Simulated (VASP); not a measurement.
Set up this calculation in VASP 6.6.1, as the native input.

* Task: single point
* Functional: PBE
* Potentials or basis: VASP PAW PBE potentials, release 64 (K_sv, Pd, Se, I)
* Cutoff: 520 eV
* k mesh: 2 × 2 × 3
* Occupations: gaussian, width 0.15 eV
* Spin: no spin polarisation
* Dipole correction: no
* Further INCAR settings: ALGO = Normal; EDIFF = 1e-06; NBANDS = 33

The structure of KPd2Se2I lies in POSCAR:

```
KPd2Se2I
1.0
    2.7575646555     -8.7855255514      0.0000000000
    2.7575646555      8.7855255514      0.0000000000
    0.0000000000      0.0000000000      3.7475667701
K Pd Se I
1 2 2 1
Direct
    0.5000000000      0.5000000000      0.0000000000
    0.0000000000      0.5000000000      0.5000000000
    0.5000000000      0.0000000000      0.5000000000
    0.1897478673      0.8102521327      0.0000000000
    0.8102521327      0.1897478673      0.0000000000
    0.0000000000      0.0000000000      0.5000000000
```

The cell was built from a structure type or drawn by symmetry, and may not be a known phase.

One way to write it, as run:

INCAR

```
ALGO = Normal ; EDIFF = 1E-6
ENCUT = 520 ; GGA = PE
ISIF = 2 ; ISMEAR = 0
LASPH = True ; LCHARG = False
LREAL = False ; LWAVE = False
NBANDS = 33 ; NELM = 60
PREC = Accurate ; SIGMA = 0.15
```

KPOINTS

```
k-points
0
Gamma
  2 2 3
```

Potentials or basis: VASP PAW PBE potentials, release 64 (K_sv, Pd, Se, I).

The run is started by

```bash
$ cat potpaw_PBE.64/K_sv/POTCAR potpaw_PBE.64/Pd/POTCAR potpaw_PBE.64/Se/POTCAR potpaw_PBE.64/I/POTCAR > POTCAR
$ mpirun -np 1 vasp_std > vasp.out
```

It gave:

| Property | Result |
| --- | --- |
| Pressure | 0.2 GPa |
| Largest force | 0.057 eV/Å |
| Band gap on the k mesh | 0.26 eV (least direct gap 0.35 eV) |

Caveat: the k points lie up to 0.60 Å⁻¹ apart; spin-orbit coupling is left out, which moves the levels of the heavy elements; an odd mesh through Γ misses points on the zone boundary, where band edges can lie.

It took 2.2 min on 1 thread of AMD EPYC 7R13, on a shared host, peak memory 0.34 GiB.
